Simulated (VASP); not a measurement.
Set up this calculation in VASP 6.6.1, as the native input.

| Item | Value |
| --- | --- |
| Task | single point |
| Functional | LDA |
| Potentials or basis | VASP PAW LDA potentials, release 64 (Pb_d, S) |
| Cutoff | 520 eV |
| k mesh | 8 × 8 × 8 |
| Occupations | fermi-dirac, width 0.05 eV |
| Spin | no spin polarisation |
| Dipole correction | no |
| Further INCAR settings | ALGO = Normal; EDIFF = 1e-06; NBANDS = 17 |

The structure of PbS lies in POSCAR:

```
PbS
1.0
    2.0695340594      1.1948460463      3.3814492087
   -2.0695340594      1.1948460463      3.3814492087
    0.0000000000     -2.3896920926      3.3814492087
Pb S
1 1
Direct
    0.9805657800      0.9805657800      0.9805657800
    0.4750355500      0.4750355500      0.4750355500
```

One way to write it, as run:

INCAR

```
SYSTEM = PbS
ALGO = Normal
EDIFF = 1E-6
ENCUT = 520
GGA = CA
ISIF = 2
ISMEAR = -1
LASPH = .True.
LCHARG = .False.
LREAL = .False.
LWAVE = .False.
NBANDS = 17
NELM = 100
PREC = Accurate
SIGMA = 0.05
```

KPOINTS

```
k-points
0
Gamma
  8 8 8
  0 0 0
```

Potentials or basis: VASP PAW LDA potentials, release 64 (Pb_d, S).

Command:

```sh
$ cat potpaw_LDA.64/Pb_d/POTCAR potpaw_LDA.64/S/POTCAR > POTCAR
$ mpirun -np 1 vasp_std > vasp.out
```

It gave:

- Pressure: -0.3 GPa
- Largest force: 0.030 eV/Å
- Band gap on the k mesh: 0.12 eV

Caveat: spin-orbit coupling is left out, which moves the levels of the heavy elements.

It took 69 s on 1 thread of AMD EPYC 7R13, with other jobs on the host, peak memory 0.16 GiB.
